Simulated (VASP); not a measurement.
# BN (Fmm2) in VASP: a series of runs, part 3 of 3

VASP 6.6.1.

### 6 Single point, PBE+D3(BJ) (all N atoms moved +0.200 Å, as atom 2 along Cartesian [0 0 1])

INCAR reads:

```
SYSTEM = BN
PREC = Accurate ; ENCUT = 520
EDIFF = 1E-6 ; ISMEAR = 0
SIGMA = 0.05 ; LREAL = .False.
LASPH = .True. ; NELM = 80
ALGO = Normal ; ISIF = 2
LWAVE = .False. ; LCHARG = .True.
GGA = PE ; IVDW = 12
LELF = .True. ; LVHAR = .True.
NBANDS = 11
```

KPOINTS reads:

```
Automatic mesh
0
Gamma
  12 12 12
  0 0 0
```

POSCAR reads:

```
BN
1.0
    0.0000000000      3.3394821895      2.1688319106
    1.2538424675      0.0000000000      2.1688319106
    1.2538424675      3.3394821895      0.0000000000
B N
1 1
Direct
    0.0001068737      0.0001068737      0.9998931263
    0.7127008850      0.7127008850      0.2872991150
```

Potentials or basis: VASP PAW PBE potentials, release 64 (B, N).

The run is started by

```bash
$ cat potpaw_PBE.64/B/POTCAR potpaw_PBE.64/N/POTCAR > POTCAR
$ mpirun -np 1 vasp_std > vasp.out
```

OUTCAR:

```text
SYSTEM = BN
   PREC = Accurate
   ENCUT = 520
   EDIFF = 1E-6
   ISMEAR = 0
   LREAL = .False.
   LASPH = .True.
   NELM = 80
   ISIF = 2
   GGA = PE
   IVDW = 12
 IVDW          = 12

 ion  position               nearest neighbor table
   1  0.000  0.000  1.000-   2 1.25   2 1.56   2 1.56
   2  0.713  0.713  0.287-   1 1.25   1 1.56   1 1.56

  LATTYP: Found a face centered orthorhombic cell.
 ALAT       =     2.5076849350
 B/A-ratio  =     1.7297483271
 C/A-ratio  =     2.6633985338

  Lattice vectors:

 A1 = (   0.0000000000,   3.3394821895,   2.1688319106)
 A2 = (  -1.2538424675,   3.3394821895,   0.0000000000)
 A3 = (  -1.2538424675,   0.0000000000,   2.1688319106)

Analysis of symmetry for initial positions (statically):
=====================================================================
 Subroutine PRICEL returns:
 Original cell was already a primitive cell.

 Routine SETGRP: Setting up the symmetry group for a
 face centered orthorhombic supercell.

 Subroutine GETGRP returns: Found  4 space group operations
 (whereof  4 operations were pure point group operations)
 out of a pool of  8 trial point group operations.

The static configuration has the point symmetry C_2v.

Analysis of symmetry for dynamics (positions and initial velocities):
=====================================================================
 Subroutine PRICEL returns:
 Original cell was already a primitive cell.

 Routine SETGRP: Setting up the symmetry group for a
 face centered orthorhombic supercell.

 Subroutine GETGRP returns: Found  4 space group operations
 (whereof  4 operations were pure point group operations)
 out of a pool of  8 trial point group operations.

The dynamic configuration has the point symmetry C_2v.

 Subroutine INISYM returns: Found  4 space group operations
 (whereof  4 operations are pure point group operations),
 and found     1 'primitive' translations

----------------------------------------------------------------------------------------

                                     Primitive cell

[... 120 lines left out ...]
   LRPA    =     F    only Hartree local field effects (RPA)
 non-spin polarized calculation
 Gauss-broadening in eV      SIGMA  =   0.05
  energy-cutoff  :      520.00
  volume of cell :       18.16
 maximum number of plane-waves:       505
 NGX is ok and might be reduce to    30
   NGX = 15   NGY =  9   NGZ = 13

 number of electron       8.0000001 magnetization

 Free energy of the ion-electron system (eV)
  ---------------------------------------------------
  ext. energy  EPLUGINS =         0.00000000
  ---------------------------------------------------
  free energy    TOTEN  =       -16.55225309 eV

  energy without entropy =      -16.55225309  energy(sigma->0) =      -16.55225309

 E-fermi :   3.1688     XC(G=0): -10.0007

 val. band max:        2.9602985399   @ k =   0.0000   0.0000   0.0000
 cond. band min:       4.8771666315   @ k =   0.0000   0.5000   0.5000
 fundamental gap:      1.9168680916
 Fermi energy:         3.1687761473

 k-point     1 :       0.0000    0.0000    0.0000
  band No.  band energies     occupation
      1     -15.6333      2.00000
      2      -2.0720      2.00000
      3      -1.2327      2.00000
      4       2.9603      2.00000
      5       7.3909      0.00000
      6      11.2103      0.00000
      7      15.4631      0.00000
      8      15.6659      0.00000
      9      18.3570      0.00000
     10      27.6639      0.00000
     11      28.6282      0.00000
[... 309 lines left out ...]
 k-point    24 :      -0.4167    0.1667    0.0000
  band No.  band energies     occupation
      1     -12.3181      2.00000
      2      -6.1870      2.00000
      3      -3.3260      2.00000
      4       1.1068      2.00000
      5       7.8653      0.00000
      6      12.3926      0.00000
      7      15.4324      0.00000
      8      17.6440      0.00000
      9      20.7355      0.00000
     10      23.5710      0.00000
     11      25.6169      0.00000

 [... further k-points ...]

------------------------ aborting loop because EDIFF is reached ----------------------------------------

 Edisp (eV)   -0.28009

 E8    (eV) :    -0.0820

  FORCE on cell =-STRESS in cart. coord.  units (eV):
  Direction    XX          YY          ZZ          XY          YZ          ZX
  --------------------------------------------------------------------------------------
  -------------------------------------------------------------------------------------
  Total      -0.78359    -0.00617     7.21457     0.00000     0.00000     0.00000
  in kB     -69.12313    -0.54384   636.41847     0.00000     0.00000     0.00000
  external pressure =      188.92 kB  Pullay stress =        0.00 kB

 VOLUME and BASIS-vectors are now :
 -----------------------------------------------------------------------------
  energy-cutoff  :      520.00
  volume of cell :       18.16
      direct lattice vectors                 reciprocal lattice vectors
     0.000000000  3.339482189  2.168831911    -0.398774179  0.149723811  0.230538843
     1.253842467  0.000000000  2.168831911     0.398774179 -0.149723811  0.230538843
     1.253842467  3.339482189  0.000000000     0.398774179  0.149723811 -0.230538843

 POSITION                                       TOTAL-FORCE (eV/Angst)
 -----------------------------------------------------------------------------------
      1.25384      3.33948      0.00046         0.000000      0.000000     11.524096
      1.25384      3.33948      3.09146         0.000000      0.000000    -11.524096
 -----------------------------------------------------------------------------------
    total drift:                                0.000003      0.000005     -0.000117

  FREE ENERGIE OF THE ION-ELECTRON SYSTEM (eV)
  ---------------------------------------------------
  free  energy   TOTEN  =       -16.8323418445 eV

  energy  without entropy=      -16.8323418445  energy(sigma->0) =      -16.83234184
```

Wall time 39 s (1 thread of AMD EPYC 9R45 (Zen 5), shared host); peak memory 0.16 GiB.

Results:

* Free energy: -16.8323 eV
* Pressure: 18.9 GPa
* Largest force: 11.524 eV/Å
* Band gap on the k mesh: 1.92 eV, indirect (least direct gap 3.70 eV)
* Dispersion energy per atom: -0.140 eV

Forces in eV/Å, atoms in the order of the input:
```
B     0.000   0.000  11.524
N     0.000   0.000 -11.524
```

Levels at points of the mesh, in eV from the valence-band top:
```csv
k point,band 1,band 2,band 3,band 4,band 5,band 6,band 7,band 8,band 9
"(0.00, 0.00, 0.00)",-18.59,-5.03,-4.19,0.00,4.43,8.25,12.50,12.71,15.40
"(0.50, 0.00, 0.00)",-15.46,-9.45,-5.07,-2.23,4.78,8.00,12.76,15.43,18.58
"(0.50, 0.50, 0.00)",-15.88,-9.92,-3.96,-0.70,4.29,9.16,11.03,13.52,19.72
"(0.50, 0.00, 0.50)",-18.32,-7.03,-4.15,-0.04,8.13,9.41,10.57,15.06,15.70
"(0.00, 0.50, 0.50)",-15.75,-9.64,-4.03,-1.78,1.92,9.55,14.52,17.09,19.50
```

Caveat: the cell differs from its parent crystal (all N atoms moved +0.200 Å, as atom 2 along Cartesian [0 0 1]); forces of over 1 eV/Å act on the atoms, so gaps and moduli don't describe the material at rest. A k mesh can miss the band edges.
